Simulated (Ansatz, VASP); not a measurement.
# HfN in VASP and in Ansatz

```
Hf N
1.0
     0.00000    2.39185    2.39185
     2.39185    0.00000    2.39185
     2.39185    2.39185    0.00000
Hf N
1 1
Direct
  0.00000 0.00000 0.00000
  0.75000 0.75000 0.75000
```

Alike in both runs: task single point; functional PBE; k mesh 8 × 8 × 8; occupations fermi-dirac, width 0.05 eV; no spin polarisation.

|  | VASP | Ansatz |
| --- | --- | --- |
| version | VASP 6.6.1 | Ansatz 0.2.0 |
| potentials or method | VASP PAW PBE potentials, release 64 (Hf_pv, N), cutoff 520 eV | plane waves, PAW |
| valence electrons in the cell | 15 | 31 |

Ansatz gave:

| Item | Value |
| --- | --- |
| pressure (GPa) | 18.2 |

Task: What did VASP give for the same quantities?

Result: Pressure (GPa): 17.3.

VASP's potentials hold 15 valence electrons a cell and Ansatz's 31, so a difference there can come from the potentials and not from the codes.

Spin-orbit coupling is off throughout.
